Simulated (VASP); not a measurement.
SrO: single point with r2SCAN

The system is SrO.

```
Sr O
1.0
     2.60612    2.60612    0.00000
    -2.60612    2.60612    0.00000
     0.00000    2.60612    2.56483
Sr O
1 1
Direct
  0.50000 0.50000 0.00000
  0.00000 0.00000 0.00000
```

This cell differs from its parent crystal: in-plane strain +0.01.

* Program: VASP 6.6.1
* Task: single point
* Functional: r2SCAN
* Potentials or basis: VASP PAW PBE potentials, release 64 (Sr_sv, O)
* Cutoff: 520 eV
* k mesh: 8 × 8 × 8
* Occupations: gaussian, width 0.01 eV
* Spin: no spin polarisation

The pressure is -0.8 GPa and the band gap on the k mesh is 3.68 eV (least direct gap 3.83 eV).

Stress tensor (GPa, compression positive):
```
-1.47  0.00  0.00
 0.00 -1.47  0.00
 0.00  0.00  0.67
```

Levels at points of the mesh, in eV from the valence-band top:
```csv
k point,band 5,band 6,band 7,band 8,band 9,band 10,band 11,band 12
"(0.00, 0.00, 0.00)",-14.64,-0.05,-0.05,0.00,4.43,6.65,6.65,6.76
"(0.50, 0.00, 0.00)",-13.63,-2.11,-1.12,-1.12,6.97,8.84,9.29,9.32
"(0.50, 0.50, 0.00)",-14.96,-0.54,-0.16,-0.09,3.74,8.29,10.73,10.83
"(0.00, 0.00, 0.50)",-15.00,-0.44,-0.16,-0.16,3.68,8.30,10.71,10.89
```

Wall time 76 s on 1 thread of Intel(R) Xeon(R) 6975P-C (Granite Rapids) (shared host), peak memory 0.17 GiB.

Caveat: the cell differs from its parent crystal (in-plane strain +0.01); the PAW data sets were made with another functional, which shifts forces and pressure a little. A k mesh can miss the band edges.
